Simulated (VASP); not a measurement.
# BaCaSe3: single point with PBE

Crystal: BaCaSe3.

```
CELL_PARAMETERS angstrom
6.23089 0.00000 0.00000
-3.11545 5.39611 0.00000
0.00000 0.00000 10.76503
ATOMIC_POSITIONS crystal
Ba 0.00000 0.00000 0.50000
Ba 0.00000 0.00000 0.00000
Ca 0.33333 0.66667 0.75000
Ca 0.66667 0.33333 0.25000
Se 0.17149 0.34298 0.25000
Se 0.82851 0.17149 0.75000
Se 0.82851 0.65702 0.75000
Se 0.17149 0.82851 0.25000
Se 0.65702 0.82851 0.25000
Se 0.34298 0.17149 0.75000
```

| Item | Value |
| --- | --- |
| Program | VASP 6.6.1 |
| Task | single point |
| Functional | PBE |
| Potentials or basis | VASP PAW PBE potentials, release 64 (Ba_sv, Ca_sv, Se) |
| Cutoff | 520 eV |
| k mesh | 6 × 6 × 4 |
| Occupations | gaussian, width 0.1 eV |
| Spin | no spin polarisation |
| Dipole correction | no |
| Further INCAR settings | ALGO = Normal; EDIFF = 1e-06; NBANDS = 49 |

```
Pressure               : 0.3 GPa
Largest force          : 0.060 eV/Å
Band gap on the k mesh : zero (bands 38 and 39 overlap by 1.02 eV)
```

Forces in eV/Å, atoms in the order of the input:
```
Ba   0.000  0.000  0.000
Ba   0.000  0.000  0.000
Ca   0.000  0.000  0.000
Ca   0.000  0.000  0.000
Se   0.000  0.060  0.000
Se  -0.052  0.030  0.000
Se   0.000 -0.060  0.000
Se   0.052 -0.030  0.000
Se  -0.052 -0.030  0.000
Se   0.052  0.030  0.000
```

Stress tensor (GPa, compression positive):
```
0.16 0.00 0.00
0.00 0.16 0.00
0.00 0.00 0.49
```

Levels at points of the mesh, in eV from the Fermi level:
```tsv
k point	band 35	band 36	band 37	band 38	band 39	band 40	band 41	band 42
(0.00, 0.00, 0.00)	-0.82	-0.06	-0.04	0.57	0.57	0.80	0.85	0.85
(0.50, 0.00, 0.00)	-2.55	-2.30	-2.12	-2.01	0.51	0.54	0.62	0.70
(0.00, 0.00, 0.50)	-0.13	-0.13	-0.05	-0.05	0.99	0.99	0.99	0.99
(0.50, 0.00, 0.50)	-2.33	-2.33	-2.23	-2.23	0.67	0.67	0.68	0.68
```

Run time: 15 min on 1 thread of Intel Xeon 8259CL (shared host), peak memory 0.67 GiB.

Caveat: spin-orbit coupling is left out, which moves the levels of the heavy elements.
